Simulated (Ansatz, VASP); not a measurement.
TiO2: VASP beside Ansatz

The input POSCAR:

```
TiO2
1.0
    5.5822227355      0.0000000000      0.0000000000
   -2.7911113678      4.8343466985      0.0000000000
    0.0000000000      0.0000000000      6.0824678800
Ti O
3 6
Direct
    0.4669367500      0.0000000000      0.3333333333
    0.0000000000      0.4669367500      0.6666666667
    0.5330632500      0.5330632500      0.0000000000
    0.5810657200      0.8514331800      0.1206639333
    0.7296325400      0.1485668200      0.5460027333
    0.2703674600      0.4189342800      0.7873306000
    0.8514331800      0.5810657200      0.8793360667
    0.1485668200      0.7296325400      0.4539972667
    0.4189342800      0.2703674600      0.2126694000
```

File INCAR.step1:

```
SYSTEM = TiO2
ALGO = Normal
EDIFF = 1E-4
ENCUT = 520
GGA = PE
ISMEAR = -1
LASPH = .True.
LCHARG = .False.
LREAL = .False.
LWAVE = .True.
NBANDS = 46
NELM = 80
PREC = Accurate
SIGMA = 0.05
```

File INCAR.step2:

```
SYSTEM = TiO2
ALGO = Normal
EDIFF = 1E-6
ENCUT = 520
ISIF = 2
ISMEAR = -1
ISTART = 1
LASPH = .True.
LCHARG = .True.
LELF = .True.
LMIXTAU = .True.
LREAL = .False.
LVHAR = .True.
LWAVE = .False.
METAGGA = R2SCAN
NBANDS = 46
NELM = 80
PREC = Accurate
SIGMA = 0.05
```

The input KPOINTS:

```
k-points
0
Gamma
  6 6 5
  0 0 0
```

File input.yaml:

```yaml
crystal:
  lattice:
    - [5.5822227355, 0.0, 0.0]
    - [-2.7911113678, 4.8343466985, 0.0]
    - [0.0, 0.0, 6.08246788]
  atoms:
    - { symbol: Ti, position: [0.46693675, 0.0, 0.3333333333] }
    - { symbol: Ti, position: [0.0, 0.46693675, 0.6666666667] }
    - { symbol: Ti, position: [0.53306325, 0.53306325, 0.0] }
    - { symbol: O, position: [0.58106572, 0.85143318, 0.1206639333] }
    - { symbol: O, position: [0.72963254, 0.14856682, 0.5460027333] }
    - { symbol: O, position: [0.27036746, 0.41893428, 0.7873306] }
    - { symbol: O, position: [0.85143318, 0.58106572, 0.8793360667] }
    - { symbol: O, position: [0.14856682, 0.72963254, 0.4539972667] }
    - { symbol: O, position: [0.41893428, 0.27036746, 0.2126694] }
hamiltonian:
  xc: r2scan
  pseudopotentials: { kind: paw }
kpoints:
  mp_grid: { grid: [6, 6, 5] }
  band_path:
    path:
      - [[0.0, 0.0, 0.0], [0.5, 0.0, 0.0], [0.3333333333, 0.3333333333, 0.0], [0.0, 0.0, 0.0], [0.0, 0.0, 0.5], [0.5, 0.0, 0.5], [0.3333333333, 0.3333333333, 0.5], [0.0, 0.0, 0.5]]
      - [[0.5, 0.0, 0.5], [0.5, 0.0, 0.0]]
      - [[0.3333333333, 0.3333333333, 0.0], [0.3333333333, 0.3333333333, 0.5]]
    npoints: 10
scf:
  occupations: { method: fermi_dirac, width: 0.05 }
  n_extra_bands: 22
output:
  forces: true
  stress: true
  eigenvalues: true
  fatbands: false
```

Alike in both runs: functional r2SCAN; k mesh 6 × 6 × 5; occupations fermi-dirac, width 0.05 eV; no spin polarisation.

|  | VASP | Ansatz |
| --- | --- | --- |
| version | VASP 6.6.1 | Ansatz 0.2.0 |
| potentials or method | VASP PAW PBE potentials, release 64 (Ti_sv, O) | Ansatz PAW |
| plane-wave cutoff (eV) | 520 | 500 |
| valence electrons in the cell | 72 | 72 |
| task | single point | band structure |

Ansatz gave:

| Property | Result |
| --- | --- |
| gap on the k mesh at the Fermi level (eV) | 4.08 |
| least direct gap on the mesh (eV) | 4.09 |
| pressure (GPa) | -1.0 |
| rms of the force components (eV/Å) | 0.038 |

Question: Estimate VASP's values.

Answer: gap on the k mesh at the Fermi level (eV): 4.08; least direct gap on the mesh (eV): 4.09; pressure (GPa): -0.3; rms of the force components (eV/Å): 0.009.

VASP's potentials were made for PBE, not for r2SCAN. Atom by atom the forces differ by 0.030 eV/Å (rms over components). With one functional, cell and mesh, what is left measures potentials, basis and numerics.

Noted on Ansatz's run: the k mesh misses the band edges, so the gap on the mesh is wider than the one along the path.
